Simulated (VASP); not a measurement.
Write the native input for VASP 6.6.1 that does the following.

```yaml
Task: single point
Functional: PBE
Potentials_or_basis: VASP PAW PBE potentials, release 64 (Si, O)
Cutoff: 520 eV
k_mesh: 2 × 2 × 2
Occupations: fermi-dirac, width 0.05 eV
Spin: collinear spin, ferromagnetic start
Starting_moments: "[0.0, 0.0, 0.0, 0.0, 0.0, 0.0, 0.0, 0.0, 0.0, 0.0, 0.0, 0.0, 0.0, 0.0, 0.0, 0.0, 1.0] μB"
Dipole_correction: no
Further_INCAR_settings: LREAL = Auto; ALGO = Normal; EDIFF = 1e-06; NBANDS = 53
```

The structure of Si16O (a cell with a defect) lies in POSCAR:

```
Si16O
1.0
    0.0000000000      5.4300000000      5.4300000000
    5.4300000000      0.0000000000      5.4300000000
    5.4300000000      5.4300000000      0.0000000000
Si O
16 1
Direct
   -0.0036495209      0.0020370900      0.0015198460
    0.1255784922      0.1257724876      0.1233541849
    0.0046598478     -0.0157502528      0.4974856958
    0.1526576043      0.0772689748      0.6301235093
    0.0028864905      0.5002188423      0.0007608104
    0.1231828647      0.6264982355      0.1290514054
    0.0368345205      0.4485498314      0.5041323554
    0.1268590874      0.6088684323      0.6267976660
    0.4995282472      0.0152001481      0.0007848273
    0.6220988432      0.1813442349      0.0850750708
    0.5099703242      0.0471999797      0.4569390269
    0.6289530624      0.1224964561      0.6271115719
    0.4947066988      0.5529876224     -0.0289816146
    0.6284407382      0.6398634366      0.1237679510
    0.5007077550      0.4922014431      0.4996226724
    0.6654505975      0.5783319980      0.6145664322
    0.6845786472      0.8125832398      0.4292397887
```

One way to write it, as run:

INCAR

```
SYSTEM = Si16O
PREC = Accurate ; ENCUT = 520
EDIFF = 1E-6 ; ISMEAR = -1
SIGMA = 0.05 ; LREAL = Auto
LASPH = .TRUE. ; NELM = 150
ALGO = Normal ; ISIF = 2
LWAVE = .FALSE. ; LCHARG = .FALSE.
ISPIN = 2 ; MAGMOM = 0 0 0 0 0 0 0 0 0 0 0 0 0 0 0 0 1
LORBIT = 11 ; GGA = PE
NBANDS = 53
```

KPOINTS

```
regular mesh
0
G
  2 2 2
  0 0 0
```

Potentials or basis: VASP PAW PBE potentials, release 64 (Si, O).

The run is started by

```console
$ cat potpaw_PBE.64/Si/POTCAR potpaw_PBE.64/O/POTCAR > POTCAR
$ mpirun -np 1 vasp_std > vasp.out
```

Results of the run:

```json
{
  "Pressure": "4.3 GPa",
  "Largest force": "0.081 eV/Å",
  "Band gap on the k mesh": "0.48 eV",
  "Net moment": "0.00 μB per cell",
  "Valence electrons inside the program's atomic spheres": "Si 1.68, 1.70, 1.69, 1.72, 1.71 (each value once); O 5.17"
}
```

Caveat: the k points lie up to 0.50 Å⁻¹ apart.

Run time: 18 min on 1 thread of Intel Xeon 8259CL, with other jobs on the host, peak memory 0.71 GiB.
